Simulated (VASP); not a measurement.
# HPbNO4 (P2_1) in VASP: further runs

HPbNO4 is run at these levels: PBE, revPBE, PBE+D4, B3LYP; tasks: single point.

All numbers are computed with VASP 6.6.1; they aren't measurements. Logs are shortened: lines on timing, memory, paths and dates and some standing lists are left out, and cuts for length are marked.

**1. The cell of the first run**

The structure is monoclinic, space group P2_1 (No. 4). The conventional cell has a = 6.304 Å, b = 3.924 Å, c = 8.046 Å, α = 90.00°, β = 110.75°, γ = 90.00°. Within 1.3 Å of H (site symmetry 1) lie 1 O at 0.99 Å. Within 3.4 Å of Pb (site symmetry 1) lie 9 O at 2.39 to 3.32 Å and 3 H at 2.82 to 2.96 Å and 1 N at 3.23 Å. N (site symmetry 1) has 3 O at 1.25 to 1.28 Å within 1.7 Å. O (site symmetry 1) has 1 H at 0.99 Å within 1.3 Å. O (site symmetry 1) has 1 N at 1.25 Å within 1.7 Å. Within 1.7 Å of O (site symmetry 1) lie 1 N at 1.26 Å. Within 1.7 Å of O (site symmetry 1) lie 1 N at 1.28 Å.

**2. Single point, PBE**

Input file INCAR:

```
ALGO = Normal
EDIFF = 1E-7
ENCUT = 520
GGA = PE
ISIF = 2
ISMEAR = -1
LASPH = True
LCHARG = False
LREAL = False
LWAVE = False
NBANDS = 57
NELM = 100
PREC = Accurate
SIGMA = 0.05
```

Input file KPOINTS:

```
k-points
0
Gamma
  4 5 3
```

Input file POSCAR:

```
HPbNO4
1.0
    6.3029817595      0.0000000000      0.1023785686
    0.0000000000      3.9241097812      0.0000000000
   -2.9717619227      0.0000000000      7.4769872107
H Pb N O
2 2 2 8
Direct
    0.3052615898      0.0775453465      0.5200708546
    0.6947384102      0.5775453465      0.4799291454
    0.9881934912      0.5757601166      0.2849594509
    0.0118065088      0.0757601166      0.7150405491
    0.5839463306      0.3838196186      0.7981789481
    0.4160536694      0.8838196186      0.2018210519
    0.1386108785      0.0696793110      0.4619584867
    0.4027197215      0.4861053968      0.8117620901
    0.7728523189      0.5003628563      0.8951306400
    0.5794090983      0.1562023542      0.6823546312
    0.8613891215      0.5696793110      0.5380415133
    0.5972802785      0.9861053968      0.1882379099
    0.2271476811      1.0003628563      0.1048693600
    0.4205909017      0.6562023542      0.3176453688
```

Potentials or basis: VASP PAW PBE potentials, release 64 (H, Pb_d, N, O).

On the command line:

```sh
$ cat potpaw_PBE.64/H/POTCAR potpaw_PBE.64/Pb_d/POTCAR potpaw_PBE.64/N/POTCAR potpaw_PBE.64/O/POTCAR > POTCAR
$ mpirun -np 1 vasp_std > vasp.out
```

OUTCAR:

```text
EDIFF = 1E-7
   ENCUT = 520
   GGA = PE
   ISIF = 2
   ISMEAR = -1
   LASPH = True
   LREAL = False
   NELM = 100
   PREC = Accurate

 ion  position               nearest neighbor table
   1  0.305  0.078  0.520-   7 0.99
   2  0.695  0.578  0.480-  11 0.99
   3  0.988  0.576  0.285-   7 2.39   7 2.43  11 2.44  14 2.66  12 2.81  13 2.95   9 2.96   4 3.93
                             4 3.93
   4  0.012  0.076  0.715-  11 2.39  11 2.43   7 2.44  10 2.66   8 2.81   9 2.95  13 2.96   3 3.93
                             3 3.93
   5  0.584  0.384  0.798-   8 1.25   9 1.26  10 1.28
   6  0.416  0.884  0.202-  12 1.25  13 1.26  14 1.28
   7  0.139  0.070  0.462-   1 0.99   3 2.39   3 2.43   4 2.44
   8  0.403  0.486  0.812-   5 1.25   4 2.81
   9  0.773  0.500  0.895-   5 1.26   4 2.95   3 2.96
  10  0.579  0.156  0.682-   5 1.28   4 2.66
  11  0.861  0.570  0.538-   2 0.99   4 2.39   4 2.43   3 2.44
  12  0.597  0.986  0.188-   6 1.25   3 2.81
  13  0.227  0.000  0.105-   6 1.26   3 2.95   4 2.96
  14  0.421  0.656  0.318-   6 1.28   3 2.66

  LATTYP: Found a simple monoclinic cell.
 ALAT       =     6.3038131660
 B/A-ratio  =     0.6224977927
 C/A-ratio  =     1.2763564224
 COS(beta)  =    -0.3542094483

  Lattice vectors:

 A1 = (   6.3029817595,   0.0000000000,   0.1023785686)
 A2 = (   0.0000000000,   3.9241097812,   0.0000000000)
 A3 = (  -2.9717619227,   0.0000000000,   7.4769872107)

Analysis of symmetry for initial positions (statically):
=====================================================================
 Subroutine PRICEL returns:
 Original cell was already a primitive cell.

 Routine SETGRP: Setting up the symmetry group for a
 simple monoclinic supercell.

 Subroutine GETGRP returns: Found  2 space group operations
 (whereof  1 operations were pure point group operations)
 out of a pool of  4 trial point group operations.

The static configuration has the point symmetry C_1 .
 The point group associated with its full space group is C_2 .

Analysis of symmetry for dynamics (positions and initial velocities):
=====================================================================
 Subroutine PRICEL returns:
[... 138 lines left out ...]
   POTIM  = 0.5000    time-step for ionic-motion
   TEBEG  =    0.0;   TEEND  =   0.0 temperature during run
   PSTRESS=    0.0 pullay stress
   NELECT =      88.0000    total number of electrons
   NUPDOWN=      -1.0000    fix difference up-down
   EMIN   =  10.00;   EMAX   =-10.00  energy-range for DOS
   EFERMI =   0.00;   METHOD = LEGACY
   ISMEAR =    -1;   SIGMA  =   0.05  broadening in eV -4-tet -1-fermi 0-gaus
   EFERMI_NEDOS =   21; number of points for ismear=-14 and -15
   IALGO  =     38    algorithm
   IMIX   =      4    mixing-type and parameters
     AMIX     =   0.40;   BMIX     =  1.00
     AMIX_MAG =   1.60;   BMIX_MAG =  1.00
  volume/ion in A,a.u.               =      13.29        89.72
  Fermi-wavevector in a.u.,A,eV,Ry     =   1.275360  2.410081 22.130471  1.626544
  Thomas-Fermi vector in A             =   2.408077
   LORBIT       =      0    0 simple, 1 ext, 2 COOP (PROOUT), +10 PAW based schemes
   GGA     = PE    functional components
   LHFCALC =     F    Hartree Fock is set to
   AEXX    =    0.0000 exact exchange contribution
   IVDW    =     0    specifies the selected vdW correction
   LEPSILON=     F    determine dielectric tensor
   LRPA    =     F    only Hartree local field effects (RPA)
 non-spin polarized calculation
  energy-cutoff  :      520.00
  volume of cell :      186.13
 maximum number of plane-waves:      5030
 NGX is ok and might be reduce to    48
   NGX = 23   NGY = 15   NGZ = 29

 number of electron      88.0000013 magnetization

 Free energy of the ion-electron system (eV)
  ---------------------------------------------------
  ext. energy  EPLUGINS =         0.00000000
  ---------------------------------------------------
  free energy    TOTEN  =       -81.15810256 eV

  energy without entropy =      -81.15810256  energy(sigma->0) =      -81.15810256

 E-fermi :   2.5401     XC(G=0):  -9.0965

 val. band max:        1.3509013899   @ k =   0.5000   0.0000  -0.0000
 cond. band min:       4.4424031549   @ k =   0.5000   0.4000   0.3333
 fundamental gap:      3.0915017650
 Fermi energy:         2.5401308362

 k-point     1 :       0.0000    0.0000    0.0000
  band No.  band energies     occupation
      1     -24.4310      2.00000
      2     -24.4084      2.00000
      3     -19.0654      2.00000
      4     -19.0584      2.00000
      5     -18.7554      2.00000
      6     -18.6987      2.00000
[... 1228 lines left out ...]
     55      10.6793      0.00000
     56      10.9847      0.00000
 [bands above 56 left out]

------------------------ aborting loop because EDIFF is reached ----------------------------------------

  FORCE on cell =-STRESS in cart. coord.  units (eV):
  Direction    XX          YY          ZZ          XY          YZ          ZX
  --------------------------------------------------------------------------------------
  -------------------------------------------------------------------------------------
  Total        3.7472605      2.6759703      2.8115637      0.0000000      0.0000000      0.3194271
  in kB       32.2564018     23.0347406     24.2019277      0.0000000      0.0000000      2.7496274
  external PRESSURE =      26.4976900 kB  Pullay stress =       0.0000000 kB

 VOLUME and BASIS-vectors are now :
 -----------------------------------------------------------------------------
  energy-cutoff  :      520.00
  volume of cell :      186.13
      direct lattice vectors                 reciprocal lattice vectors
     6.302981759  0.000000000  0.102378569     0.157637392  0.000000000  0.062653685
     0.000000000  3.924109781  0.000000000     0.000000000  0.254834868  0.000000000
    -2.971761923  0.000000000  7.476987211    -0.002158448  0.000000000  0.132885824

 POSITION                                       TOTAL-FORCE (eV/Angst)
 -----------------------------------------------------------------------------------
      0.37853      0.30430      3.91982         0.089201      0.001269      0.044217
      2.95269      2.26635      3.65955        -0.089201      0.001269     -0.044217
      5.38173      2.25935      2.23181        -0.006822      0.000043     -0.019174
     -2.05051      0.29729      5.34756         0.006822      0.000043      0.019174
      1.30861      1.50615      6.02776         0.019773     -0.039491     -0.043484
      2.02261      3.46821      1.55161        -0.019773     -0.039491      0.043484
     -0.49917      0.27343      3.46825        -0.061681     -0.003614     -0.034339
      0.12597      1.90753      6.11076        -0.401583      0.128780      0.026237
      2.21116      1.96348      6.77200         0.292345      0.141924      0.242926
      1.62421      0.61296      5.16128         0.076391     -0.228912     -0.225108
      3.83039      2.23548      4.11112         0.061681     -0.003614      0.034339
      3.20525      3.86959      1.46860         0.401583      0.128780     -0.026237
      1.12006      0.00142      0.80736        -0.292345      0.141924     -0.242926
      1.70701      2.57501      2.41809        -0.076391     -0.228912      0.225108
 -----------------------------------------------------------------------------------
    total drift:                               -0.000002     -0.000013      0.000004

  FREE ENERGIE OF THE ION-ELECTRON SYSTEM (eV)
  ---------------------------------------------------
  free  energy   TOTEN  =       -81.1581025593 eV

  energy  without entropy=      -81.1581025593  energy(sigma->0) =      -81.15810256
```

OSZICAR:

```text
N       E                     dE             d eps       ncg     rms          rms(c)
DAV:   1     0.109201803741E+04    0.10920E+04   -0.43359E+04  2394   0.165E+03
DAV:   2     0.894628717825E+02   -0.10026E+04   -0.94186E+03  2626   0.459E+02
DAV:   3    -0.793316234278E+02   -0.16879E+03   -0.16357E+03  2817   0.209E+02
DAV:   4    -0.900274715303E+02   -0.10696E+02   -0.10554E+02  3012   0.567E+01
DAV:   5    -0.905405484853E+02   -0.51308E+00   -0.51225E+00  3420   0.120E+01    0.208E+01
DAV:   6    -0.811425894753E+02    0.93980E+01   -0.35322E+01  3348   0.330E+01    0.794E+00
DAV:   7    -0.812294449884E+02   -0.86856E-01   -0.45962E+00  2916   0.101E+01    0.505E+00
DAV:   8    -0.812005930413E+02    0.28852E-01   -0.11116E+00  3315   0.587E+00    0.172E+00
DAV:   9    -0.811535852711E+02    0.47008E-01   -0.15768E-01  3212   0.278E+00    0.591E-01
DAV:  10    -0.811577947533E+02   -0.42095E-02   -0.74986E-02  2968   0.124E+00    0.335E-01
DAV:  11    -0.811577259601E+02    0.68793E-04   -0.80522E-03  3244   0.633E-01    0.795E-02
DAV:  12    -0.811580138651E+02   -0.28790E-03   -0.81652E-04  3006   0.169E-01    0.329E-02
DAV:  13    -0.811580939473E+02   -0.80082E-04   -0.13205E-04  3100   0.604E-02    0.154E-02
DAV:  14    -0.811580996513E+02   -0.57040E-05   -0.16769E-05  3600   0.242E-02    0.582E-03
DAV:  15    -0.811581021241E+02   -0.24728E-05   -0.37668E-06  2884   0.980E-03    0.312E-03
DAV:  16    -0.811581024158E+02   -0.29174E-06   -0.61563E-07  2852   0.549E-03    0.817E-04
DAV:  17    -0.811581025284E+02   -0.11255E-06   -0.15394E-07  2196   0.213E-03    0.490E-04
DAV:  18    -0.811581025593E+02   -0.30908E-07   -0.23853E-08  1764   0.120E-03
   1 F= -.81158103E+02 E0= -.81158103E+02  d E =-.141694E-10
```

stdout:

```text
POSCAR found type information on POSCAR H PbN O
 POSCAR found :  4 types and      14 ions
 scaLAPACK will be used
 LDA part: xc-table for (Slater+PW92), standard interpolation
 POSCAR, INCAR and KPOINTS ok, starting setup
 FFT: planning ... GRIDC
 FFT: planning ... GRID_SOFT
 FFT: planning ... GRID
 WAVECAR not read
 entering main loop
```

Run time: 4.7 min. Hardware: 1 thread of Intel Xeon Platinum 8375C at 2.90GHz (Ice Lake), shared host; peak memory 0.37 GiB.

Results:

```yaml
Free_energy: -81.1581 eV
Pressure: 2.6 GPa
Largest_force: 0.423 eV/Å
Band_gap_on_the_k_mesh: 3.09 eV (least direct gap 3.23 eV)
```

Forces on the atoms (eV/Å):
```
H    0.089  0.001  0.044
H   -0.089  0.001 -0.044
Pb  -0.007  0.000 -0.019
Pb   0.007  0.000  0.019
N    0.020 -0.039 -0.043
N   -0.020 -0.039  0.043
O   -0.062 -0.004 -0.034
O   -0.402  0.129  0.026
O    0.292  0.142  0.243
O    0.076 -0.229 -0.225
O    0.062 -0.004  0.034
O    0.402  0.129 -0.026
O   -0.292  0.142 -0.243
O   -0.076 -0.229  0.225
```

Caveat: the standard files for N, O and F lose accuracy on very short bonds; spin-orbit coupling is left out, which moves the levels of the heavy elements; an odd mesh through Γ misses points on the zone boundary, where band edges can lie.

(Continued in part 2 of 2.)
